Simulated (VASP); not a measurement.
# Ga4SbAs (P4/mmm) in VASP: notebook

The runs below take Ga4SbAs through single point, with PBE.

All numbers are computed with VASP 6.6.1; they aren't measurements. Logs are shortened: lines on timing, memory, paths and dates and some standing lists are left out, and cuts for length are marked.

## (1) The cell of the first run

The structure is tetragonal, space group P4/mmm (No. 123). Conventional cell: a = 6.169 Å, b = 6.169 Å, c = 3.739 Å, α = 90.00°, β = 90.00°, γ = 90.00°. Within 2.3 Å of Ga (site symmetry m2m) lie 1 Sb at 1.74 Å. Within 2.3 Å of Sb (site symmetry 4/mmm) lie 4 Ga at 1.74 Å and 2 As at 1.87 Å. As (site symmetry 4/mmm) has 2 Sb at 1.87 Å within 2.5 Å.

## (2) Single point, PBE

Input file INCAR:

```
SYSTEM = Ga4SbAs
PREC = Accurate
ENCUT = 520
EDIFF = 1E-6
ISMEAR = 0
SIGMA = 0.1
LREAL = .FALSE.
LASPH = .TRUE.
NELM = 80
ALGO = Fast
ISIF = 2
LWAVE = .FALSE.
LCHARG = .FALSE.
GGA = PE
NBANDS = 40
```

Input file KPOINTS:

```
regular mesh
0
G
  4 4 6
  0 0 0
```

Input file POSCAR:

```
Ga4SbAs
1.0
    6.1687192000      0.0000000000      0.0000000000
    0.0000000000      6.1687192000      0.0000000000
    0.0000000000      0.0000000000      3.7386316200
Ga Sb As
4 1 1
Direct
    0.2814791200      0.0000000000      0.0000000000
    0.7185208800      0.0000000000      0.0000000000
    0.0000000000      0.7185208800      0.0000000000
    0.0000000000      0.2814791200      0.0000000000
    0.0000000000      0.0000000000      0.0000000000
    0.0000000000      0.0000000000      0.5000000000
```

Potentials or basis: VASP PAW PBE potentials, release 64 (Ga_d, Sb, As).

Started as:

```console
$ cat potpaw_PBE.64/Ga_d/POTCAR potpaw_PBE.64/Sb/POTCAR potpaw_PBE.64/As/POTCAR > POTCAR
$ mpirun -np 1 vasp_std > vasp.out
```

OUTCAR:

```text
SYSTEM = Ga4SbAs
   PREC = Accurate
   ENCUT = 520
   EDIFF = 1E-6
   ISMEAR = 0
   LREAL = .FALSE.
   LASPH = .TRUE.
   NELM = 80
   ISIF = 2
   GGA = PE

 ion  position               nearest neighbor table
   1  0.281  0.000  0.000-   5 1.74   4 2.46   3 2.46   6 2.55   6 2.55   2 2.70
   2  0.719  0.000  0.000-   5 1.74   4 2.46   3 2.46   6 2.55   6 2.55   1 2.70
   3  0.000  0.719  0.000-   5 1.74   2 2.46   1 2.46   6 2.55   6 2.55   4 2.70
   4  0.000  0.281  0.000-   5 1.74   2 2.46   1 2.46   6 2.55   6 2.55   3 2.70
   5  0.000  0.000  0.000-   1 1.74   2 1.74   3 1.74   4 1.74   6 1.87   6 1.87
   6  0.000  0.000  0.500-   5 1.87   5 1.87   3 2.55   4 2.55   1 2.55   1 2.55   2 2.55   3 2.55
                             4 2.55   2 2.55

  LATTYP: Found a simple tetragonal cell.
 ALAT       =     6.1687192000
 C/A-ratio  =     0.6060628631

  Lattice vectors:

 A1 = (   6.1687192000,   0.0000000000,   0.0000000000)
 A2 = (   0.0000000000,   6.1687192000,   0.0000000000)
 A3 = (   0.0000000000,   0.0000000000,   3.7386316200)

Analysis of symmetry for initial positions (statically):
=====================================================================
 Subroutine PRICEL returns:
 Original cell was already a primitive cell.

 Routine SETGRP: Setting up the symmetry group for a
 simple tetragonal supercell.

 Subroutine GETGRP returns: Found 16 space group operations
 (whereof 16 operations were pure point group operations)
 out of a pool of 16 trial point group operations.

The static configuration has the point symmetry D_4h.

Analysis of symmetry for dynamics (positions and initial velocities):
=====================================================================
 Subroutine PRICEL returns:
 Original cell was already a primitive cell.

 Routine SETGRP: Setting up the symmetry group for a
 simple tetragonal supercell.

 Subroutine GETGRP returns: Found 16 space group operations
 (whereof 16 operations were pure point group operations)
 out of a pool of 16 trial point group operations.

The dynamic configuration has the point symmetry D_4h.

 Subroutine INISYM returns: Found 16 space group operations
 (whereof 16 operations are pure point group operations),
 and found     1 'primitive' translations

----------------------------------------------------------------------------------------

                                     Primitive cell

  volume of cell :     142.2665

  direct lattice vectors                    reciprocal lattice vectors
     6.168719200  0.000000000  0.000000000     0.162108206  0.000000000  0.000000000
     0.000000000  6.168719200  0.000000000     0.000000000  0.162108206  0.000000000
     0.000000000  0.000000000  3.738631620     0.000000000  0.000000000  0.267477543

  length of vectors
     6.168719200  6.168719200  3.738631620     0.162108206  0.162108206  0.267477543

  position of ions in fractional coordinates (direct lattice)
     0.281479120  0.000000000  0.000000000
     0.718520880  0.000000000  0.000000000
     0.000000000  0.718520880  0.000000000
     0.000000000  0.281479120  0.000000000
     0.000000000  0.000000000  0.000000000
     0.000000000  0.000000000  0.500000000

  ion indices of the primitive-cell ions
   primitive index   ion index
                 1           1
                 2           2
                 3           3
                 4           4
                 5           5
                 6           6

----------------------------------------------------------------------------------------

 KPOINTS: regular mesh

Automatic generation of k-mesh.
 Grid dimensions read from file:
 generate k-points for:    4    4    6

 Generating k-lattice:

  Cartesian coordinates                     Fractional coordinates (reciprocal lattice)
     0.040527051  0.000000000  0.000000000     0.250000000  0.000000000  0.000000000
     0.000000000  0.040527051  0.000000000     0.000000000  0.250000000  0.000000000
     0.000000000  0.000000000  0.044579591     0.000000000  0.000000000  0.166666667

  Length of vectors
     0.040527051  0.040527051  0.044579591

  Shift w.r.t. Gamma in fractional coordinates (k-lattice)
     0.000000000  0.000000000  0.000000000

 Subroutine IBZKPT returns following result:
 ===========================================

 Found     24 irreducible k-points:

 Following reciprocal coordinates:
            Coordinates               Weight
  0.000000  0.000000  0.000000      1.000000
  0.250000  0.000000  0.000000      4.000000
  0.500000  0.000000  0.000000      2.000000
  0.250000  0.250000  0.000000      4.000000
  0.500000  0.250000  0.000000      4.000000
  0.500000  0.500000  0.000000      1.000000
[... 16 lines left out ...]
  0.500000  0.250000  0.500000      4.000000
  0.500000  0.500000  0.500000      1.000000
   k-points           NKPTS =     24   k-points in BZ     NKDIM =     24   number of bands    NBANDS=     40
   number of dos      NEDOS =    301   number of ions     NIONS =      6
   total plane-waves  NPLWV =  64512
   dimension x,y,z NGX =    48 NGY =   48 NGZ =   28
   dimension x,y,z NGXF=    96 NGYF=   96 NGZF=   56
   ions per type =               4   1   1
   NGX,Y,Z   is equivalent  to a cutoff of  12.94, 12.94, 12.45 a.u.
   NGXF,Y,Z  is equivalent  to a cutoff of  25.87, 25.87, 24.90 a.u.
 SYSTEM =  Ga4SbAs
   PREC   = accura    normal or accurate (medium, high low for compatibility)
   ISTART =      0    job   : 0-new  1-cont  2-samecut
   ICHARG =      2    charge: 1-file 2-atom 10-const
   ISPIN  =      1    spin polarized calculation?
   LNONCOLLINEAR =      F non collinear calculations
   LSORBIT =      F    spin-orbit coupling
   LASPH  =      T    aspherical Exc in radial PAW
   ENCUT  =  520.0 eV  38.22 Ry    6.18 a.u.  11.47 11.47  6.95*2*pi/ulx,y,z
   NELM   =     80;   NELMIN=  2; NELMDL= -5     # of ELM steps
   EDIFF  = 0.1E-05   stopping-criterion for ELM
   LREAL  =      F    real-space projection
   EDIFFG = 0.1E-04   stopping-criterion for IOM
   NSW    =      0    number of steps for IOM
   IBRION =     -1    ionic relax: 0-MD 1-quasi-New 2-CG
   NFREE  =      0    steps in history (QN), initial steepest desc. (CG)
   ISIF   =      2    stress and relaxation
   ISYM   =      2    0-nonsym 1-usesym 2-fastsym
   POTIM  = 0.5000    time-step for ionic-motion
   TEBEG  =    0.0;   TEEND  =   0.0 temperature during run
   PSTRESS=    0.0 pullay stress
   NELECT =      62.0000    total number of electrons
   NUPDOWN=      -1.0000    fix difference up-down
   EMIN   =  10.00;   EMAX   =-10.00  energy-range for DOS
   EFERMI =   0.00;   METHOD = LEGACY
   ISMEAR =     0;   SIGMA  =   0.10  broadening in eV -4-tet -1-fermi 0-gaus
   EFERMI_NEDOS =   21; number of points for ismear=-14 and -15
   IALGO  =     68    algorithm
   IMIX   =      4    mixing-type and parameters
     AMIX     =   0.40;   BMIX     =  1.00
     AMIX_MAG =   1.60;   BMIX_MAG =  1.00
  volume/ion in A,a.u.               =      23.71       160.01
  Fermi-wavevector in a.u.,A,eV,Ry     =   1.241189  2.345507 20.960449  1.540550
  Thomas-Fermi vector in A             =   2.375597
   LORBIT       =      0    0 simple, 1 ext, 2 COOP (PROOUT), +10 PAW based schemes
   GGA     = PE    functional components
   LHFCALC =     F    Hartree Fock is set to
   AEXX    =    0.0000 exact exchange contribution
   IVDW    =     0    specifies the selected vdW correction
   LEPSILON=     F    determine dielectric tensor
   LRPA    =     F    only Hartree local field effects (RPA)
 non-spin polarized calculation
 RMM-DIIS sequential band-by-band and
 Gauss-broadening in eV      SIGMA  =   0.10
  energy-cutoff  :      520.00
  volume of cell :      142.27
 maximum number of plane-waves:      3854
 NGX is ok and might be reduce to    48
   NGX = 23   NGY = 23   NGZ = 13

 number of electron      62.0000037 magnetization

 Free energy of the ion-electron system (eV)
  ---------------------------------------------------
  ext. energy  EPLUGINS =         0.00000000
  ---------------------------------------------------
  free energy    TOTEN  =        42.55207053 eV

  energy without entropy =       42.56674362  energy(sigma->0) =       42.55940708

 E-fermi :   5.3014     XC(G=0):  -8.6607

 val. band max:        5.2993204671   @ k =   0.2500   0.2500   0.3333
 cond. band min:       5.3090496746   @ k =   0.5000   0.2500   0.1667
 fundamental gap:      0.0097292075
 Fermi energy:         5.3014214567

 k-point     1 :       0.0000    0.0000    0.0000
  band No.  band energies     occupation
      1     -17.6654      2.00000
      2     -13.8478      2.00000
      3     -13.8478      2.00000
      4     -13.7083      2.00000
      5     -13.0903      2.00000
      6     -13.0903      2.00000
[... 32 lines left out ...]
     39       9.0231      0.00000
     40       9.3168      0.00000

 k-point     2 :       0.2500    0.0000    0.0000
  band No.  band energies     occupation
      1     -17.6519      2.00000
      2     -13.9196      2.00000
      3     -13.8408      2.00000
      4     -13.6965      2.00000
      5     -13.1149      2.00000
      6     -13.0770      2.00000
[... 32 lines left out ...]
     39       9.5705      0.00000
     40      10.2377      0.00000

 k-point     3 :       0.5000    0.0000    0.0000
  band No.  band energies     occupation
      1     -17.6380      2.00000
      2     -13.9885      2.00000
      3     -13.8338      2.00000
      4     -13.6844      2.00000
      5     -13.1315      2.00000
      6     -13.0487      2.00000
[... 853 lines left out ...]
  band No.  band energies     occupation
      1     -16.7350      2.00000
      2     -14.4556      2.00000
      3     -13.9627      2.00000
      4     -13.8857      2.00000
      5     -13.1062      2.00000
      6     -13.0607      2.00000
[... 32 lines left out ...]
     39      10.8367      0.00000
     40      10.8416      0.00000

 k-point    24 :       0.5000    0.5000    0.5000
  band No.  band energies     occupation
      1     -16.7143      2.00000
      2     -14.4491      2.00000
      3     -13.9580      2.00000
      4     -13.9580      2.00000
      5     -13.0755      2.00000
      6     -13.0755      2.00000
[... 32 lines left out ...]
     39      10.8402      0.00000
     40      11.1195      0.00000

------------------------ aborting loop because EDIFF is reached ----------------------------------------

  FORCE on cell =-STRESS in cart. coord.  units (eV):
  Direction    XX          YY          ZZ          XY          YZ          ZX
  --------------------------------------------------------------------------------------
  -------------------------------------------------------------------------------------
  Total      134.8182925    134.8182925    125.6331220      0.0000000      0.0000000      0.0000000
  in kB     1518.2969747   1518.2969747   1414.8553996      0.0000000      0.0000000      0.0000000
  external PRESSURE =    1483.8164497 kB  Pullay stress =       0.0000000 kB

 VOLUME and BASIS-vectors are now :
 -----------------------------------------------------------------------------
  energy-cutoff  :      520.00
  volume of cell :      142.27
      direct lattice vectors                 reciprocal lattice vectors
     6.168719200  0.000000000  0.000000000     0.162108206  0.000000000  0.000000000
     0.000000000  6.168719200  0.000000000     0.000000000  0.162108206  0.000000000
     0.000000000  0.000000000  3.738631620     0.000000000  0.000000000  0.267477543

 POSITION                                       TOTAL-FORCE (eV/Angst)
 -----------------------------------------------------------------------------------
      1.73637      0.00000      0.00000        39.224013      0.000000     -0.000000
      4.43235      0.00000      0.00000       -39.224013      0.000000      0.000000
      0.00000      4.43235      0.00000         0.000000    -39.224013      0.000000
      0.00000      1.73637      0.00000        -0.000000     39.224013     -0.000000
      0.00000      0.00000      0.00000        -0.000000      0.000000      0.000000
      0.00000      0.00000      1.86932        -0.000000      0.000000      0.000000
 -----------------------------------------------------------------------------------
    total drift:                                0.000000      0.000000      0.000000

  FREE ENERGIE OF THE ION-ELECTRON SYSTEM (eV)
  ---------------------------------------------------
  free  energy   TOTEN  =        42.5520705260 eV

  energy  without entropy=       42.5667436249  energy(sigma->0) =       42.55940708
```

It took 3.1 min on 1 thread of Intel Xeon Platinum 8488C (Sapphire Rapids), shared host; peak memory 0.31 GiB.

What came out:

| Quantity | Value |
| --- | --- |
| Free energy | 42.5521 eV |
| Pressure | 148.4 GPa |
| Largest force | 39.224 eV/Å |
| Band gap on the k mesh | zero (band 31 reaches 6.06 eV, above the bottom of band 32 at 4.10 eV) |

Forces on the atoms (eV/Å):
```
Ga   39.224   0.000   0.000
Ga  -39.224   0.000   0.000
Ga    0.000 -39.224   0.000
Ga    0.000  39.224   0.000
Sb    0.000   0.000   0.000
As    0.000   0.000   0.000
```

Stress tensor (GPa, compression positive):
```
151.83   0.00   0.00
  0.00 151.83   0.00
  0.00   0.00 141.49
```

Levels at points of the mesh, in eV from the Fermi level:
```
           k point  band 27  band 28  band 29  band 30  band 31  band 32  band 33  band 34  band 35  band 36
(0.00, 0.00, 0.00)    -5.22    -2.95    -1.08    -1.08     0.76     0.76     1.11     1.11     2.12     2.12
(0.50, 0.00, 0.00)    -4.27    -3.49    -2.22    -0.96    -0.83     0.15     0.65     0.77     2.15     2.83
(0.50, 0.50, 0.00)    -4.25    -4.02    -2.61    -1.78    -0.63    -0.63     0.16     0.16     2.92     2.92
(0.00, 0.00, 0.50)    -5.39    -5.05    -2.11    -1.52    -1.26     1.63     1.63     3.31     3.38     3.38
(0.50, 0.00, 0.50)    -5.21    -3.12    -2.61    -1.44    -1.36     0.59     1.33     1.97     2.81     3.31
(0.50, 0.50, 0.50)    -3.10    -3.10    -3.09    -1.67    -1.18     0.57     0.64     2.10     2.10     2.13
```

Caveat: spin-orbit coupling is left out, which moves the levels of the heavy elements; forces of over 1 eV/Å act on the atoms, so gaps and moduli don't describe the material at rest.

## (3) Single point, PBE

This run uses another cell than the first one, of 59.42 Å³/atom, 2.506 times its volume.

Input file INCAR:

```
  PREC = Accurate
  ENCUT = 520
  EDIFF = 1E-7
  ISMEAR = 0
  SIGMA = 0.1
  LREAL = F
  LASPH = T
  NELM = 60
  ALGO = Fast
  ISIF = 2
  LWAVE = F
  LCHARG = F
  GGA = PE
  NBANDS = 40
```

Input file KPOINTS:

```
Automatic mesh
0
Gamma
  4 4 6
```

Input file POSCAR:

```
Ga4SbAs
1.0
    8.1461653003      0.0000000000      0.0000000000
    0.0000000000      8.1461653003      0.0000000000
    0.0000000000      0.0000000000      5.3728202642
Ga Sb As
4 1 1
Direct
    0.3334771346      0.0000000000      0.0000000000
    0.6665228654      0.0000000000      0.0000000000
    0.0000000000      0.6665228654      0.0000000000
    0.0000000000      0.3334771346      0.0000000000
    0.0000000000      0.0000000000      0.0000000000
    0.0000000000      0.0000000000      0.5000000000
```

Potentials or basis: VASP PAW PBE potentials, release 64 (Ga_d, Sb, As).

Started as:

```console
$ cat potpaw_PBE.64/Ga_d/POTCAR potpaw_PBE.64/Sb/POTCAR potpaw_PBE.64/As/POTCAR > POTCAR
$ mpirun -np 1 vasp_std > vasp.out
```

Run time: 8.7 min. Hardware: 1 thread of Intel Xeon Platinum 8488C (Sapphire Rapids), shared host; peak memory 0.61 GiB.

Results (log left out):

* Free energy: -15.1175 eV
* Pressure: 0.1 GPa
* Largest force: 0.014 eV/Å
* Band gap on the k mesh: zero (band 31 reaches 0.24 eV, above the bottom of band 32 at -0.87 eV)

Forces on the atoms (eV/Å):
```
Ga   0.014  0.000  0.000
Ga  -0.014  0.000  0.000
Ga   0.000 -0.014  0.000
Ga   0.000  0.014  0.000
Sb   0.000  0.000  0.000
As   0.000  0.000  0.000
```

Levels at points of the mesh, in eV from the Fermi level:
```
           k point  band 27  band 28  band 29  band 30  band 31  band 32  band 33  band 34  band 35  band 36
(0.00, 0.00, 0.00)    -4.81    -0.57    -0.57     0.51     0.53     0.53     0.85     1.12     1.12     1.17
(0.50, 0.00, 0.00)    -3.46    -3.22    -0.55    -0.27     0.10     0.54     0.79     0.97     1.23     1.25
(0.50, 0.50, 0.00)    -3.21    -3.21    -3.09    -0.73     0.11     0.11     0.79     0.79     1.59     2.43
(0.00, 0.00, 0.50)    -1.35    -1.35    -0.46     0.16     0.33     0.33     0.34     0.70     0.93     1.04
(0.50, 0.00, 0.50)    -2.93    -1.59    -1.35    -0.24    -0.08     0.32     0.50     0.76     1.00     1.18
(0.50, 0.50, 0.50)    -2.91    -2.91    -1.59    -1.59    -0.51     0.32     0.88     1.19     1.19     1.72
```

Caveat: spin-orbit coupling is left out, which moves the levels of the heavy elements.
